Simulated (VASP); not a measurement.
# Li2Se (Fm-3m) in VASP: settings compared

Li2Se is run at these levels: PBEsol, r2SCAN+D3(BJ), r2SCAN; tasks: single point.

Everything below comes from runs of VASP 6.6.1. Logs are shortened: lines on timing, memory, paths and dates and some standing lists are left out, and cuts for length are marked.

## (1) The cell of the first run

It takes space group Fm-3m (No. 225, cubic). Conventional cell: a = 6.024 Å, b = 6.024 Å, c = 6.024 Å, α = 90.00°, β = 90.00°, γ = 90.00°. Li (site symmetry -43m) has 4 Se at 2.61 Å and 6 Li at 3.01 Å within 3.4 Å. Within 3.4 Å of Se (site symmetry m-3m) lie 8 Li at 2.61 Å.

## (2) Single point, PBEsol (volume scaled by 1.04)

INCAR reads:

```
PREC     = Accurate       # precision mode
ENCUT    = 750            # plane-wave cutoff, eV
EDIFF    = 1E-6           # SCF threshold, eV
ISMEAR   = 0              # smearing method
SIGMA    = 0.05           # smearing width, eV
LREAL    = F              # projectors in reciprocal space
LASPH    = T              # aspherical terms in the spheres
NELM     = 120            # most SCF steps
ALGO     = Normal         # electronic algorithm
ISIF     = 2              # what is computed and relaxed
LWAVE    = F              # write WAVECAR
LCHARG   = F              # write CHGCAR
GGA      = PS             # functional
NBANDS   = 13             # bands
GGA_COMPAT= F
```

KPOINTS reads:

```
Automatic mesh
0
Gamma
  8 8 8
```

POSCAR reads:

```
Li2Se
1.0
    0.0000000000      3.0118545870      3.0118545870
    3.0118545870      0.0000000000      3.0118545870
    3.0118545870      3.0118545870      0.0000000000
Li Se
2 1
Direct
    0.2500000000      0.2500000000      0.2500000000
    0.7500000000      0.7500000000      0.7500000000
    0.0000000000      0.0000000000      0.0000000000
```

Potentials or basis: VASP PAW PBE potentials, release 64 (Li_sv, Se).

On the command line:

```
cat potpaw_PBE.64/Li_sv/POTCAR potpaw_PBE.64/Se/POTCAR > POTCAR
mpirun -np 1 vasp_std > vasp.out
```

OUTCAR:

```text
PREC = Accurate
   ENCUT = 750
   EDIFF = 1E-6
   ISMEAR = 0
   LREAL = F
   LASPH = T
   NELM = 120
   ISIF = 2
   GGA = PS

 ion  position               nearest neighbor table
   1  0.250  0.250  0.250-   3 2.61   3 2.61   3 2.61   3 2.61
   2  0.750  0.750  0.750-   3 2.61   3 2.61   3 2.61   3 2.61
   3  0.000  0.000  0.000-   2 2.61   2 2.61   2 2.61   1 2.61   2 2.61   1 2.61   1 2.61   1 2.61

  LATTYP: Found a face centered cubic cell.
 ALAT       =     6.0237091740

  Lattice vectors:

 A1 = (   0.0000000000,   3.0118545870,   3.0118545870)
 A2 = (   3.0118545870,   0.0000000000,   3.0118545870)
 A3 = (   3.0118545870,   3.0118545870,   0.0000000000)

Analysis of symmetry for initial positions (statically):
=====================================================================
 Subroutine PRICEL returns:
 Original cell was already a primitive cell.

 Routine SETGRP: Setting up the symmetry group for a
 face centered cubic supercell.

 Subroutine GETGRP returns: Found 48 space group operations
 (whereof 48 operations were pure point group operations)
 out of a pool of 48 trial point group operations.

The static configuration has the point symmetry O_h .

Analysis of symmetry for dynamics (positions and initial velocities):
=====================================================================
 Subroutine PRICEL returns:
 Original cell was already a primitive cell.

 Routine SETGRP: Setting up the symmetry group for a
 face centered cubic supercell.

 Subroutine GETGRP returns: Found 48 space group operations
 (whereof 48 operations were pure point group operations)
 out of a pool of 48 trial point group operations.

The dynamic configuration has the point symmetry O_h .

 Subroutine INISYM returns: Found 48 space group operations
 (whereof 48 operations are pure point group operations),
 and found     1 'primitive' translations

----------------------------------------------------------------------------------------

                                     Primitive cell

  volume of cell :      54.6427

  direct lattice vectors                    reciprocal lattice vectors
     0.000000000  3.011854587  3.011854587    -0.166010671  0.166010671  0.166010671
     3.011854587  0.000000000  3.011854587     0.166010671 -0.166010671  0.166010671
     3.011854587  3.011854587  0.000000000     0.166010671  0.166010671 -0.166010671

  length of vectors
     4.259405605  4.259405605  4.259405605     0.287538916  0.287538916  0.287538916

[... 95 lines left out ...]
   EMIN   =  10.00;   EMAX   =-10.00  energy-range for DOS
   EFERMI =   0.00;   METHOD = LEGACY
   ISMEAR =     0;   SIGMA  =   0.05  broadening in eV -4-tet -1-fermi 0-gaus
   EFERMI_NEDOS =   21; number of points for ismear=-14 and -15
   IALGO  =     38    algorithm
   IMIX   =      4    mixing-type and parameters
     AMIX     =   0.40;   BMIX     =  1.00
     AMIX_MAG =   1.60;   BMIX_MAG =  1.00
  volume/ion in A,a.u.               =      18.21       122.92
  Fermi-wavevector in a.u.,A,eV,Ry     =   0.987699  1.866480 13.273152  0.975549
  Thomas-Fermi vector in A             =   2.119172
   LORBIT       =      0    0 simple, 1 ext, 2 COOP (PROOUT), +10 PAW based schemes
   GGA     = PS    functional components
   LHFCALC =     F    Hartree Fock is set to
   AEXX    =    0.0000 exact exchange contribution
   IVDW    =     0    specifies the selected vdW correction
   LEPSILON=     F    determine dielectric tensor
   LRPA    =     F    only Hartree local field effects (RPA)
 non-spin polarized calculation
 Gauss-broadening in eV      SIGMA  =   0.05
  energy-cutoff  :      750.00
  volume of cell :       54.64
 maximum number of plane-waves:      2637
 NGX is ok and might be reduce to    40
   NGX = 19   NGY = 19   NGZ = 19

 number of electron      12.0000004 magnetization

 Free energy of the ion-electron system (eV)
  ---------------------------------------------------
  ext. energy  EPLUGINS =         0.00000000
  ---------------------------------------------------
  free energy    TOTEN  =       -11.55224034 eV

  energy without entropy =      -11.55224034  energy(sigma->0) =      -11.55224034

 E-fermi :   1.1270     XC(G=0):  -8.3457

 val. band max:        0.8657615555   @ k =   0.0000   0.0000   0.0000
 cond. band min:       3.7081613142   @ k =   0.5000   0.5000   0.0000
 fundamental gap:      2.8423997587
 Fermi energy:         1.1269509697

 k-point     1 :       0.0000    0.0000    0.0000
  band No.  band energies     occupation
      1     -43.1681      2.00000
      2     -43.1435      2.00000
      3     -10.5192      2.00000
      4       0.8658      2.00000
      5       0.8658      2.00000
      6       0.8658      2.00000
      7       4.0654      0.00000
      8       6.4281      0.00000
      9       6.4281      0.00000
     10       6.4281      0.00000
     11      11.3747      0.00000
     12      11.3747      0.00000
     13      11.6368      0.00000
[... 354 lines left out ...]
  band No.  band energies     occupation
      1     -43.1553      2.00000
      2     -43.1553      2.00000
      3     -10.1037      2.00000
      4      -1.7478      2.00000
      5      -0.4390      2.00000
      6      -0.0603      2.00000
      7       6.1527      0.00000
      8       6.5094      0.00000
      9       8.4102      0.00000
     10       9.1094      0.00000
     11      10.1388      0.00000
     12      11.4372      0.00000
     13      13.4067      0.00000

 [... further k-points ...]

------------------------ aborting loop because EDIFF is reached ----------------------------------------

  FORCE on cell =-STRESS in cart. coord.  units (eV):
  Direction    XX          YY          ZZ          XY          YZ          ZX
  --------------------------------------------------------------------------------------
  -------------------------------------------------------------------------------------
  Total       -0.4378283     -0.4378283     -0.4378283      0.0000000     -0.0000000      0.0000000
  in kB      -12.8375575    -12.8375575    -12.8375575      0.0000000     -0.0000000      0.0000000
  external PRESSURE =     -12.8375575 kB  Pullay stress =       0.0000000 kB

 VOLUME and BASIS-vectors are now :
 -----------------------------------------------------------------------------
  energy-cutoff  :      750.00
  volume of cell :       54.64
      direct lattice vectors                 reciprocal lattice vectors
     0.000000000  3.011854587  3.011854587    -0.166010671  0.166010671  0.166010671
     3.011854587  0.000000000  3.011854587     0.166010671 -0.166010671  0.166010671
     3.011854587  3.011854587  0.000000000     0.166010671  0.166010671 -0.166010671

 POSITION                                       TOTAL-FORCE (eV/Angst)
 -----------------------------------------------------------------------------------
      1.50593      1.50593      1.50593         0.000000      0.000000      0.000000
      4.51778      4.51778      4.51778        -0.000000     -0.000000     -0.000000
      0.00000      0.00000      0.00000        -0.000000     -0.000000      0.000000
 -----------------------------------------------------------------------------------
    total drift:                                0.000000     -0.000000      0.000000

  FREE ENERGIE OF THE ION-ELECTRON SYSTEM (eV)
  ---------------------------------------------------
  free  energy   TOTEN  =       -11.5522403358 eV

  energy  without entropy=      -11.5522403358  energy(sigma->0) =      -11.55224034
```

stdout:

```text
POSCAR found type information on POSCAR LiSe
 POSCAR found :  2 types and       3 ions
 scaLAPACK will be used
 -----------------------------------------------------------------------------
|                                                                             |
|                                                                             |
|     You enforced a specific xc type in the INCAR file but a different       |
|     I HOPE YOU KNOW WHAT YOU ARE DOING!                                     |
|                                                                             |
 -----------------------------------------------------------------------------

 LDA part: xc-table for (Slater+PW92), standard interpolation
 POSCAR, INCAR and KPOINTS ok, starting setup
 FFT: planning ... GRIDC
 FFT: planning ... GRID_SOFT
 FFT: planning ... GRID
 WAVECAR not read
 entering main loop
```

It took 85 s on 1 thread of AMD EPYC 7R43 (Zen 3), shared host; peak memory 0.2 GiB.

What came out:

```yaml
Free_energy: -11.5522 eV
Pressure: -1.3 GPa
Band_gap_on_the_k_mesh: 2.84 eV, indirect (least direct gap 3.20 eV)
```

Caveat: the PAW data sets were made with another functional, which shifts forces and pressure a little.

## (3) Single point, r2SCAN+D3(BJ) (volume scaled by 0.96)

POSCAR reads:

```
Li2Se
1.0
    0.0000000000      2.9286022429      2.9286022429
    2.9286022429      0.0000000000      2.9286022429
    2.9286022429      2.9286022429      0.0000000000
Li Se
2 1
Direct
    0.2500000000      0.2500000000      0.2500000000
    0.7500000000      0.7500000000      0.7500000000
    0.0000000000      0.0000000000      0.0000000000
```

INCAR.step1 reads:

```
PREC     = Accurate       # precision mode
ENCUT    = 830            # plane-wave cutoff, eV
ISMEAR   = 0              # smearing method
SIGMA    = 0.05           # smearing width, eV
LREAL    = F              # projectors in reciprocal space
LASPH    = T              # aspherical terms in the spheres
NELM     = 120            # most SCF steps
NBANDS   = 13             # bands
GGA      = PE             # functional
ALGO     = Normal         # electronic algorithm
EDIFF    = 1E-5           # SCF threshold, eV
LWAVE    = T              # write WAVECAR
LCHARG   = F              # write CHGCAR
GGA_COMPAT= F
```

INCAR.step2 reads:

```
PREC     = Accurate       # precision mode
ENCUT    = 830            # plane-wave cutoff, eV
EDIFF    = 1E-6           # SCF threshold, eV
ISMEAR   = 0              # smearing method
SIGMA    = 0.05           # smearing width, eV
LREAL    = F              # projectors in reciprocal space
LASPH    = T              # aspherical terms in the spheres
NELM     = 120            # most SCF steps
ALGO     = Normal         # electronic algorithm
ISIF     = 2              # what is computed and relaxed
LWAVE    = F              # write WAVECAR
LCHARG   = T              # write CHGCAR
METAGGA  = R2SCAN         # meta-GGA
LMIXTAU  = T            
IVDW     = 12             # dispersion correction
VDW_S6   = 1.0          
VDW_S8   = 0.78981345   
VDW_A1   = 0.49484001   
VDW_A2   = 5.73083694   
LELF     = T              # ELF
LVHAR    = T            
NBANDS   = 13             # bands
ISTART   = 1            
GGA_COMPAT= F
```

KPOINTS is that of step 2.

Potentials or basis: VASP PAW PBE potentials, release 64 (Li_sv, Se).

On the command line:

```
cat potpaw_PBE.64/Li_sv/POTCAR potpaw_PBE.64/Se/POTCAR > POTCAR
cp INCAR.step1 INCAR
mpirun -np 1 vasp_std > vasp.out
cp INCAR.step2 INCAR
mpirun -np 1 vasp_std > vasp.out
```

Run time: 5.3 min. Hardware: 1 thread of AMD EPYC 7R43 (Zen 3), shared host; peak memory 0.24 GiB.

The run converged. Its results:

* Free energy: -23.8203 eV
* Pressure: 1.1 GPa
* Band gap on the k mesh: 3.40 eV, indirect (least direct gap 4.49 eV)
* Dispersion energy per atom: -0.135 eV

Levels at points of the mesh, in eV from the valence-band top:
```csv
k point,band 3,band 4,band 5,band 6,band 7,band 8,band 9,band 10
"(0.00, 0.00, 0.00)",-11.98,0.00,0.00,0.00,4.49,6.34,6.34,6.34
"(0.50, 0.00, 0.00)",-11.55,-3.15,-0.58,-0.58,6.28,6.63,6.63,8.95
"(0.50, 0.50, 0.00)",-11.41,-2.43,-1.60,-1.60,3.40,7.18,11.85,11.85
```

Caveat: three body term missing; the PAW data sets were made with another functional, which shifts forces and pressure a little. A k mesh can miss the band edges.

## (4) Single point, r2SCAN (volume scaled by 0.96)

POSCAR reads:

```
Li2Se
1.0
    0.0000000000      2.9521812443      2.9521812443
    2.9521812443      0.0000000000      2.9521812443
    2.9521812443      2.9521812443      0.0000000000
Li Se
2 1
Direct
    0.2500000000      0.2500000000      0.2500000000
    0.7500000000      0.7500000000      0.7500000000
    0.0000000000      0.0000000000      0.0000000000
```

INCAR.step1 reads:

```
SYSTEM = Li2Se
  ALGO = Normal
  EDIFF = 1E-5
  ENCUT = 830
  GGA = PE
  GGA_COMPAT = .False.
  ISMEAR = 0
  LASPH = .True.
  LCHARG = .False.
  LREAL = .False.
  LWAVE = .True.
  NBANDS = 13
  NELM = 120
  PREC = Accurate
  SIGMA = 0.05
```

INCAR.step2 reads:

```
SYSTEM = Li2Se
  ALGO = Normal
  EDIFF = 1E-6
  ENCUT = 830
  GGA_COMPAT = .False.
  ISIF = 2
  ISMEAR = 0
  ISTART = 1
  LASPH = .True.
  LCHARG = .True.
  LELF = .True.
  LMIXTAU = .True.
  LREAL = .False.
  LVHAR = .True.
  LWAVE = .False.
  METAGGA = R2SCAN
  NBANDS = 13
  NELM = 120
  PREC = Accurate
  SIGMA = 0.05
```

KPOINTS reads:

```
k-points
0
Gamma
  8 8 8
  0 0 0
```

On the command line:

```
cat potpaw_PBE.64/Li_sv/POTCAR potpaw_PBE.64/Se/POTCAR > POTCAR
cp INCAR.step1 INCAR
mpirun -np 1 vasp_std > vasp.out
cp INCAR.step2 INCAR
mpirun -np 1 vasp_std > vasp.out
```

Run time: 4.9 min. Hardware: 1 thread of AMD EPYC 7R43 (Zen 3), shared host; peak memory 0.24 GiB.

The run converged. Its results:

```
Free energy            : -23.4303 eV
Pressure               : 1.5 GPa
Band gap on the k mesh : 3.42 eV, indirect (least direct gap 4.37 eV)
```

Levels at points of the mesh, in eV from the valence-band top:
| k point | band 3 | band 4 | band 5 | band 6 | band 7 | band 8 | band 9 | band 10 |
| --- | --- | --- | --- | --- | --- | --- | --- | --- |
| (0.00, 0.00, 0.00) | -11.91 | 0.00 | 0.00 | 0.00 | 4.37 | 6.33 | 6.33 | 6.33 |
| (0.50, 0.00, 0.00) | -11.49 | -3.07 | -0.56 | -0.56 | 6.17 | 6.62 | 6.62 | 8.84 |
| (0.50, 0.50, 0.00) | -11.37 | -2.37 | -1.54 | -1.54 | 3.42 | 7.11 | 11.67 | 11.67 |

Caveat: the PAW data sets were made with another functional, which shifts forces and pressure a little.

## (5) The runs side by side

| level | cell | cutoff (eV) | gap on the mesh (eV) | pressure (GPa) |
| --- | --- | --- | --- | --- |
| PBEsol | a = 4.259 Å, angles 60.0°, 3 atoms | 750 | 2.84 | -1.3 |
| r2SCAN+D3(BJ) | a = 4.142 Å, angles 60.0°, 3 atoms | 830 | 3.40 | 1.1 |
| r2SCAN | a = 4.175 Å, angles 60.0°, 3 atoms | 830 | 3.42 | 1.5 |

Alike in all rows: task single point; potentials or basis VASP PAW PBE potentials, release 64 (Li_sv, Se); no spin polarisation; k mesh 8 × 8 × 8; smearing gaussian 0.05 eV.

Caveats: the PAW data sets were made with another functional, which shifts forces and pressure a little; three body term missing (some runs).

Total energies depend on the potentials used, so only differences within one code and one set of settings carry meaning.
